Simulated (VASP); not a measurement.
**K: single point with LDA**

Crystal: K.

```
K
1.0
     4.38158    0.00000    0.00000
    -1.46053    4.13100    0.00000
    -1.46053   -2.06550    3.57755
K
1
Direct
  0.00000 0.00000 0.00000
```

```yaml
Program: VASP 6.6.1
Task: single point
Functional: LDA
Potentials_or_basis: VASP PAW LDA potentials, release 64 (K_sv)
Cutoff: 520 eV
k_mesh: 6 × 6 × 6
Occupations: fermi-dirac, width 0.05 eV
Spin: no spin polarisation
```

| Item | Value |
| --- | --- |
| Pressure | 0.0 GPa |
| Band gap on the k mesh | zero (an odd number of electrons rules out a gap without spin polarisation) |

Levels at points of the mesh, in eV from the Fermi level:
| k point | band 1 | band 2 | band 3 | band 4 | band 5 | band 6 | band 7 | band 8 |
| --- | --- | --- | --- | --- | --- | --- | --- | --- |
| (0.00, 0.00, 0.00) | -31.77 | -15.43 | -15.43 | -15.43 | -2.37 | 4.25 | 4.25 | 4.25 |
| (0.50, 0.00, 0.00) | -31.76 | -15.54 | -15.47 | -15.43 | 0.37 | 0.78 | 3.09 | 4.98 |
| (0.50, 0.50, 0.50) | -31.75 | -15.51 | -15.51 | -15.51 | 1.57 | 1.57 | 3.79 | 3.79 |

Run time: 10 s on 1 thread of Intel(R) Xeon(R) Platinum 8488C (Sapphire Rapids), with other jobs on the host, peak memory 0.16 GiB.
